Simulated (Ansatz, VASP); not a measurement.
One calculation of AlNi, two programs

INCAR

```
PREC = Accurate ; ENCUT = 600
EDIFF = 1E-6 ; ISMEAR = 0
SIGMA = 0.1 ; LREAL = False
LASPH = True ; NELM = 100
ALGO = Fast ; ISIF = 3
LWAVE = False ; LCHARG = False
GGA = PE ; IBRION = 2
NSW = 100 ; EDIFFG = -0.01
```

The input KPOINTS:

```
Automatic mesh
0
Gamma
  20 20 18
```

Contents of POSCAR:

```
AlNi
1.0
    2.8259527214      0.0000000000      0.0000000000
    0.0000000000      2.8259527214      0.0000000000
    0.0000000000      0.0000000000      3.0366569888
Al Ni
1 1
Direct
    0.0000000000      0.0000000000      0.0000000000
    0.5000000000      0.5000000000      0.5000000000
```

Input for Ansatz:

```yaml
crystal:
  lattice:
    - [2.8259527214, 0.0, 0.0]
    - [0.0, 2.8259527214, 0.0]
    - [0.0, 0.0, 3.0366569888]
  atoms:
    - { symbol: Al, position: [0.0, 0.0, 0.0] }
    - { symbol: Ni, position: [0.5, 0.5, 0.5] }
basis:
  ecutwfc: 420
kpoints:
  mp_grid: { grid: [20, 20, 18] }
hamiltonian:
  xc: pbe
scf:
  occupations: { method: gaussian, width: 0.1 }
output:
  forces: true
  stress: true
  eigenvalues: true
relax:
  adjacent_minimum: "off"
  f_tol: 0.01
  max_steps: 80
  cell: { stress_tol: 0.05 }
```

Alike in both runs: task relaxation of cell and atoms; functional PBE; k mesh 20 × 20 × 18; occupations gaussian, width 0.1 eV; no spin polarisation.

```csv
,VASP,Ansatz
version,VASP 6.6.1,Ansatz 0.2.0
potentials or method,"VASP PAW PBE potentials, release 64 (Al, Ni), cutoff 600 eV","scalar-relativistic, plane waves, PAW"
valence electrons in the cell,13,21
```

VASP gave:

* gap on the k mesh at the Fermi level, each at its own relaxed structure (eV): none
* relaxed volume (Å³/atom): 12.11
* relaxed cell length with the largest relative difference (Å): 2.896

Problem. Which values does Ansatz return?

Solution. gap on the k mesh at the Fermi level, each at its own relaxed structure (eV): none; relaxed volume (Å³/atom): 12.11; relaxed cell length with the largest relative difference (Å): 2.894.

A gap of «none» marks a metal or a gap that the smearing closes. VASP's potentials hold 13 valence electrons a cell and Ansatz's 21, so a difference there can come from the potentials and not from the codes.
